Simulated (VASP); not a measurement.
# SnO2 in VASP: a series of runs

Runs on SnO2. Level: LDA. Tasks: single point.

Everything below comes from runs of VASP 6.6.1. Logs are shortened: lines on timing, memory, paths and dates and some standing lists are left out, and cuts for length are marked.

## Step 1: The cell of the first run

The structure is orthorhombic, space group Pnnm (No. 58). Conventional cell: a = 4.714 Å, b = 4.737 Å, c = 3.187 Å, α = 90.00°, β = 90.00°, γ = 90.00°. Sn (site symmetry 2/m) has 6 O at 2.05 Å within 2.7 Å. O (site symmetry m) has 3 Sn at 2.05 Å and 1 O at 2.59 Å within 2.7 Å.

## Step 2: Single point, LDA

Input file INCAR:

```
SYSTEM = SnO2
PREC = Accurate
ENCUT = 520
EDIFF = 1E-7
ISMEAR = 0
SIGMA = 0.1
LREAL = .False.
LASPH = .True.
NELM = 100
ALGO = Normal
ISIF = 2
LWAVE = .False.
LCHARG = .True.
LELF = .True.
LVHAR = .True.
NBANDS = 35
```

Input file KPOINTS:

```
regular mesh
0
Gamma
  4 4 6
  0 0 0
```

Input file POSCAR:

```
SnO2
1.0
    4.7135083177      0.0000000000      0.0000000000
    0.0000000000      4.7366820532      0.0000000000
    0.0000000000      0.0000000000      3.1866224533
Sn O
2 4
Direct
    0.5000000000      0.5000000000      0.5000000000
    0.0000000000      0.0000000000      0.0000000000
    0.3040913182      0.3081008512      0.0000000000
    0.8040913182      0.1918991488      0.5000000000
    0.1959086818      0.8081008512      0.5000000000
    0.6959086818      0.6918991488      0.0000000000
```

Potentials or basis: VASP PAW LDA potentials, release 64 (Sn_d, O).

On the command line:

```sh
cat potpaw_LDA.64/Sn_d/POTCAR potpaw_LDA.64/O/POTCAR > POTCAR
mpirun -np 1 vasp_std > vasp.out
```

OUTCAR:

```text
SYSTEM = SnO2
   PREC = Accurate
   ENCUT = 520
   EDIFF = 1E-7
   ISMEAR = 0
   LREAL = .False.
   LASPH = .True.
   NELM = 100
   ISIF = 2

 ion  position               nearest neighbor table
   1  0.500  0.500  0.500-   4 2.05   5 2.05   3 2.05   6 2.05   3 2.05   6 2.05   2 3.70   2 3.70
                             2 3.70   2 3.70   2 3.70   2 3.70   2 3.70   2 3.70
   2  0.000  0.000  0.000-   3 2.05   6 2.05   5 2.05   4 2.05   4 2.05   5 2.05   1 3.70   1 3.70
                             1 3.70   1 3.70   1 3.70   1 3.70   1 3.70   1 3.70
   3  0.304  0.308  0.000-   2 2.05   1 2.05   1 2.05
   4  0.804  0.192  0.500-   1 2.05   2 2.05   2 2.05
   5  0.196  0.808  0.500-   1 2.05   2 2.05   2 2.05
   6  0.696  0.692  0.000-   2 2.05   1 2.05   1 2.05

  LATTYP: Found a simple orthorhombic cell.
 ALAT       =     3.1866224533
 B/A-ratio  =     1.4791549318
 C/A-ratio  =     1.4864271255

  Lattice vectors:

 A1 = (   0.0000000000,   0.0000000000,   3.1866224533)
 A2 = (   4.7135083177,   0.0000000000,   0.0000000000)
 A3 = (   0.0000000000,   4.7366820532,   0.0000000000)

Analysis of symmetry for initial positions (statically):
=====================================================================
 Subroutine PRICEL returns:
 Original cell was already a primitive cell.

 Routine SETGRP: Setting up the symmetry group for a
 simple orthorhombic supercell.

 Subroutine GETGRP returns: Found  8 space group operations
 (whereof  4 operations were pure point group operations)
 out of a pool of  8 trial point group operations.

The static configuration has the point symmetry C_2h.
 The point group associated with its full space group is D_2h.

Analysis of symmetry for dynamics (positions and initial velocities):
=====================================================================
 Subroutine PRICEL returns:
 Original cell was already a primitive cell.

 Routine SETGRP: Setting up the symmetry group for a
 simple orthorhombic supercell.

 Subroutine GETGRP returns: Found  8 space group operations
 (whereof  4 operations were pure point group operations)
 out of a pool of  8 trial point group operations.

The dynamic configuration has the point symmetry C_2h.
 The point group associated with its full space group is D_2h.

 Subroutine INISYM returns: Found  8 space group operations
 (whereof  4 operations are pure point group operations),
 and found     1 'primitive' translations

----------------------------------------------------------------------------------------

                                     Primitive cell

  volume of cell :      71.1458

  direct lattice vectors                    reciprocal lattice vectors
     4.713508318  0.000000000  0.000000000     0.212156197  0.000000000  0.000000000
     0.000000000  4.736682053  0.000000000     0.000000000  0.211118245  0.000000000
     0.000000000  0.000000000  3.186622453     0.000000000  0.000000000  0.313811885

  length of vectors
     4.713508318  4.736682053  3.186622453     0.212156197  0.211118245  0.313811885

  position of ions in fractional coordinates (direct lattice)
     0.500000000  0.500000000  0.500000000
     0.000000000  0.000000000  0.000000000
     0.304091318  0.308100851  0.000000000
     0.804091318  0.191899149  0.500000000
     0.195908682  0.808100851  0.500000000
     0.695908682  0.691899149  0.000000000

  ion indices of the primitive-cell ions
   primitive index   ion index
                 1           1
                 2           2
                 3           3
                 4           4
                 5           5
                 6           6

----------------------------------------------------------------------------------------

 KPOINTS: regular mesh

Automatic generation of k-mesh.
 Grid dimensions read from file:
 generate k-points for:    4    4    6

 Generating k-lattice:

  Cartesian coordinates                     Fractional coordinates (reciprocal lattice)
     0.053039049  0.000000000  0.000000000     0.250000000  0.000000000  0.000000000
     0.000000000  0.052779561  0.000000000     0.000000000  0.250000000  0.000000000
     0.000000000  0.000000000  0.052301981     0.000000000  0.000000000  0.166666667

  Length of vectors
     0.053039049  0.052779561  0.052301981

  Shift w.r.t. Gamma in fractional coordinates (k-lattice)
     0.000000000  0.000000000  0.000000000

 Subroutine IBZKPT returns following result:
 ===========================================

 Found     36 irreducible k-points:

 Following reciprocal coordinates:
            Coordinates               Weight
  0.000000  0.000000  0.000000      1.000000
  0.250000  0.000000  0.000000      2.000000
  0.500000  0.000000  0.000000      1.000000
  0.000000  0.250000  0.000000      2.000000
  0.250000  0.250000  0.000000      4.000000
  0.500000  0.250000  0.000000      2.000000
[... 16 lines left out ...]
  0.250000  0.250000  0.333333      8.000000
  0.500000  0.250000  0.333333      4.000000
 [... further k-points ...]
   k-points           NKPTS =     36   k-points in BZ     NKDIM =     36   number of bands    NBANDS=     35
   number of dos      NEDOS =    301   number of ions     NIONS =      6
   total plane-waves  NPLWV =  31104
   dimension x,y,z NGX =    36 NGY =   36 NGZ =   24
   dimension x,y,z NGXF=    72 NGYF=   72 NGZF=   48
   ions per type =               2   4
   NGX,Y,Z   is equivalent  to a cutoff of  12.70, 12.64, 12.52 a.u.
   NGXF,Y,Z  is equivalent  to a cutoff of  25.39, 25.27, 25.04 a.u.
 SYSTEM =  SnO2
   PREC   = accura    normal or accurate (medium, high low for compatibility)
   ISTART =      0    job   : 0-new  1-cont  2-samecut
   ICHARG =      2    charge: 1-file 2-atom 10-const
   ISPIN  =      1    spin polarized calculation?
   LNONCOLLINEAR =      F non collinear calculations
   LSORBIT =      F    spin-orbit coupling
   LASPH  =      T    aspherical Exc in radial PAW
   ENCUT  =  520.0 eV  38.22 Ry    6.18 a.u.   8.76  8.81  5.93*2*pi/ulx,y,z
   NELM   =    100;   NELMIN=  2; NELMDL= -5     # of ELM steps
   EDIFF  = 0.1E-06   stopping-criterion for ELM
   LREAL  =      F    real-space projection
   EDIFFG = 0.1E-05   stopping-criterion for IOM
   NSW    =      0    number of steps for IOM
   IBRION =     -1    ionic relax: 0-MD 1-quasi-New 2-CG
   NFREE  =      0    steps in history (QN), initial steepest desc. (CG)
   ISIF   =      2    stress and relaxation
   ISYM   =      2    0-nonsym 1-usesym 2-fastsym
   POTIM  = 0.5000    time-step for ionic-motion
   TEBEG  =    0.0;   TEEND  =   0.0 temperature during run
   PSTRESS=    0.0 pullay stress
   NELECT =      52.0000    total number of electrons
   NUPDOWN=      -1.0000    fix difference up-down
   EMIN   =  10.00;   EMAX   =-10.00  energy-range for DOS
   EFERMI =   0.00;   METHOD = LEGACY
   ISMEAR =     0;   SIGMA  =   0.10  broadening in eV -4-tet -1-fermi 0-gaus
   EFERMI_NEDOS =   21; number of points for ismear=-14 and -15
   IALGO  =     38    algorithm
   IMIX   =      4    mixing-type and parameters
     AMIX     =   0.40;   BMIX     =  1.00
     AMIX_MAG =   1.60;   BMIX_MAG =  1.00
  volume/ion in A,a.u.               =      11.86        80.02
  Fermi-wavevector in a.u.,A,eV,Ry     =   1.474663  2.786710 29.587667  2.174632
  Thomas-Fermi vector in A             =   2.589407
   LORBIT       =      0    0 simple, 1 ext, 2 COOP (PROOUT), +10 PAW based schemes
   GGA     = CA    functional components
   LHFCALC =     F    Hartree Fock is set to
   AEXX    =    0.0000 exact exchange contribution
   IVDW    =     0    specifies the selected vdW correction
   LEPSILON=     F    determine dielectric tensor
   LRPA    =     F    only Hartree local field effects (RPA)
 non-spin polarized calculation
 Gauss-broadening in eV      SIGMA  =   0.10
  energy-cutoff  :      520.00
  volume of cell :       71.15
 maximum number of plane-waves:      1944
 NGX is ok and might be reduce to    36
   NGX = 17   NGY = 17   NGZ = 11

 number of electron      51.9999991 magnetization

 Free energy of the ion-electron system (eV)
  ---------------------------------------------------
  ext. energy  EPLUGINS =         0.00000000
  ---------------------------------------------------
  free energy    TOTEN  =       -42.27808641 eV

  energy without entropy =      -42.27808641  energy(sigma->0) =      -42.27808641

 E-fermi :   6.3721     XC(G=0): -11.8305

 val. band max:        5.9330925873   @ k =   0.0000   0.0000   0.0000
 cond. band min:       7.1372581409   @ k =   0.0000   0.0000   0.0000
 fundamental gap:      1.2041655536
 Fermi energy:         6.3721205692

 k-point     1 :       0.0000    0.0000    0.0000
  band No.  band energies     occupation
      1     -15.0848      2.00000
      2     -14.3085      2.00000
      3     -14.0289      2.00000
      4     -14.0100      2.00000
      5     -14.0096      2.00000
      6     -13.9285      2.00000
[... 27 lines left out ...]
     34      17.9115      0.00000
     35      18.3122      0.00000

 k-point     2 :       0.2500    0.0000    0.0000
  band No.  band energies     occupation
      1     -14.9894      2.00000
      2     -14.4234      2.00000
      3     -14.0279      2.00000
      4     -14.0059      2.00000
      5     -14.0054      2.00000
      6     -13.9901      2.00000
[... 27 lines left out ...]
     34      17.9161      0.00000
     35      18.2464      0.00000

 k-point     3 :       0.5000    0.0000    0.0000
  band No.  band energies     occupation
      1     -14.7285      2.00000
      2     -14.7285      2.00000
      3     -14.0231      2.00000
      4     -14.0231      2.00000
      5     -14.0014      2.00000
      6     -14.0014      2.00000
[... 27 lines left out ...]
     34      18.1478      0.00000
     35      18.2877      0.00000
[... 723 lines left out ...]
 k-point    23 :       0.2500    0.2500    0.3333
  band No.  band energies     occupation
      1     -14.8745      2.00000
      2     -14.6508      2.00000
      3     -14.4684      2.00000
      4     -14.0470      2.00000
      5     -13.8706      2.00000
      6     -13.8417      2.00000
[... 27 lines left out ...]
     34      17.8837      0.00000
     35      18.2492      0.00000

 k-point    24 :       0.5000    0.2500    0.3333
  band No.  band energies     occupation
      1     -14.7964      2.00000
      2     -14.7964      2.00000
      3     -14.2531      2.00000
      4     -14.2531      2.00000
      5     -13.8585      2.00000
      6     -13.8585      2.00000
[... 27 lines left out ...]
     34      17.3882      0.00000
     35      18.3937      0.00000

 [... further k-points ...]

------------------------ aborting loop because EDIFF is reached ----------------------------------------

  FORCE on cell =-STRESS in cart. coord.  units (eV):
  Direction    XX          YY          ZZ          XY          YZ          ZX
  --------------------------------------------------------------------------------------
  -------------------------------------------------------------------------------------
  Total        0.4246190      0.3192957      0.7623947      0.0000000      0.0000000      0.0000000
  in kB        9.5622677      7.1904241     17.1688542      0.0000000      0.0000000      0.0000000
  external PRESSURE =      11.3071820 kB  Pullay stress =       0.0000000 kB

 VOLUME and BASIS-vectors are now :
 -----------------------------------------------------------------------------
  energy-cutoff  :      520.00
  volume of cell :       71.15
      direct lattice vectors                 reciprocal lattice vectors
     4.713508318  0.000000000  0.000000000     0.212156197  0.000000000  0.000000000
     0.000000000  4.736682053  0.000000000     0.000000000  0.211118245  0.000000000
     0.000000000  0.000000000  3.186622453     0.000000000  0.000000000  0.313811885

 POSITION                                       TOTAL-FORCE (eV/Angst)
 -----------------------------------------------------------------------------------
      2.35675      2.36834      1.59331        -0.000000      0.000000      0.000000
      0.00000      0.00000      0.00000        -0.000000      0.000000      0.000000
      1.43334      1.45938      0.00000        -0.020766     -0.026637      0.000000
      3.79009      0.90897      1.59331        -0.020766      0.026637      0.000000
      0.92342      3.82772      1.59331         0.020766     -0.026637     -0.000000
      3.28017      3.27731      0.00000         0.020766      0.026637     -0.000000
 -----------------------------------------------------------------------------------
    total drift:                                0.000000      0.000000      0.000000

  FREE ENERGIE OF THE ION-ELECTRON SYSTEM (eV)
  ---------------------------------------------------
  free  energy   TOTEN  =       -42.2780864082 eV

  energy  without entropy=      -42.2780864082  energy(sigma->0) =      -42.27808641
```

Wall time 95 s (1 thread of Intel Xeon 8259CL, shared host); peak memory 0.2 GiB.

What came out:

```
Free energy            : -42.2781 eV
Pressure               : 1.1 GPa
Largest force          : 0.034 eV/Å
Band gap on the k mesh : 1.20 eV
```

Forces on the atoms (eV/Å):
```
Sn   0.000  0.000  0.000
Sn   0.000  0.000  0.000
O   -0.021 -0.027  0.000
O   -0.021  0.027  0.000
O    0.021 -0.027  0.000
O    0.021  0.027  0.000
```

Levels at points of the mesh, in eV from the valence-band top:
```
           k point  band 24  band 25  band 26  band 27  band 28  band 29
(0.00, 0.00, 0.00)    -0.82    -0.80     0.00     1.20     5.98     6.07
(0.50, 0.00, 0.00)    -1.23    -0.65    -0.65     4.35     4.35     6.81
(0.00, 0.50, 0.00)    -1.23    -0.66    -0.66     4.37     4.37     6.88
(0.50, 0.50, 0.00)    -1.36    -0.92    -0.92     4.75     4.75     7.33
(0.00, 0.00, 0.50)    -1.73    -1.29    -1.29     6.08     6.08     9.54
(0.50, 0.00, 0.50)    -1.12    -0.72    -0.72     6.37     6.37     7.91
(0.00, 0.50, 0.50)    -1.16    -0.72    -0.72     6.35     6.35     7.88
(0.50, 0.50, 0.50)    -0.99    -0.85    -0.85     4.73     4.73     8.64
```

Caveat: spin-orbit coupling is left out, which moves the levels of the heavy elements.

## Step 3: Single point, LDA

Input file INCAR:

```
PREC = Accurate
ENCUT = 520
EDIFF = 1E-7
ISMEAR = 0
SIGMA = 0.02
LREAL = F
LASPH = T
NELM = 80
ALGO = Normal
ISIF = 2
LWAVE = F
LCHARG = T
LELF = T
LVHAR = T
NBANDS = 35
```

Input file KPOINTS:

```
regular mesh
0
Gamma
  8 8 12
```

Input file POSCAR:

```
SnO2
1.0
    4.7198210884      0.0000000000      0.0000000000
    0.0000000000      4.7204577804      0.0000000000
    0.0000000000      0.0000000000      3.1888031630
Sn O
2 4
Direct
    0.5000000000      0.5000000000      0.5000000000
    0.0000000000      0.0000000000      0.0000000000
    0.3060165497      0.3061320541      0.0000000000
    0.8060165497      0.1938679459      0.5000000000
    0.1939834503      0.8061320541      0.5000000000
    0.6939834503      0.6938679459      0.0000000000
```

Potentials or basis: VASP PAW LDA potentials, release 64 (Sn_d, O).

On the command line:

```sh
cat potpaw_LDA.64/Sn_d/POTCAR potpaw_LDA.64/O/POTCAR > POTCAR
mpirun -np 1 vasp_std > vasp.out
```

It took 7.2 min on 1 thread of Intel Xeon 8259CL, shared host; peak memory 0.4 GiB.

It converged, with:

```
Free energy            : -42.2790 eV
Pressure               : 1.4 GPa
Largest force          : 0.027 eV/Å
Band gap on the k mesh : 1.21 eV
```

Forces on the atoms (eV/Å):
```
Sn   0.000  0.000  0.000
Sn   0.000  0.000  0.000
O   -0.019 -0.019  0.000
O   -0.019  0.019  0.000
O    0.019 -0.019  0.000
O    0.019  0.019  0.000
```

Stress tensor (GPa, compression positive):
```
1.22 0.00 0.00
0.00 1.21 0.00
0.00 0.00 1.77
```

Levels at points of the mesh, in eV from the valence-band top:
| k point | band 23 | band 24 | band 25 | band 26 | band 27 | band 28 | band 29 | band 30 |
| --- | --- | --- | --- | --- | --- | --- | --- | --- |
| (0.00, 0.00, 0.00) | -1.28 | -0.81 | -0.81 | 0.00 | 1.21 | 5.97 | 6.08 | 6.08 |
| (0.50, 0.00, 0.00) | -1.24 | -1.24 | -0.65 | -0.65 | 4.37 | 4.37 | 6.84 | 6.84 |
| (0.00, 0.50, 0.00) | -1.24 | -1.24 | -0.65 | -0.65 | 4.37 | 4.37 | 6.84 | 6.84 |
| (0.50, 0.50, 0.00) | -1.36 | -1.36 | -0.92 | -0.92 | 4.76 | 4.76 | 7.34 | 7.34 |
| (0.00, 0.00, 0.50) | -1.74 | -1.74 | -1.29 | -1.29 | 6.09 | 6.09 | 9.55 | 9.55 |
| (0.50, 0.00, 0.50) | -1.14 | -1.14 | -0.72 | -0.72 | 6.38 | 6.38 | 7.92 | 7.92 |
| (0.00, 0.50, 0.50) | -1.14 | -1.14 | -0.72 | -0.72 | 6.38 | 6.38 | 7.91 | 7.91 |
| (0.50, 0.50, 0.50) | -0.99 | -0.99 | -0.85 | -0.85 | 4.74 | 4.74 | 8.65 | 8.65 |

Caveat: spin-orbit coupling is left out, which moves the levels of the heavy elements. A k mesh can miss the band edges.
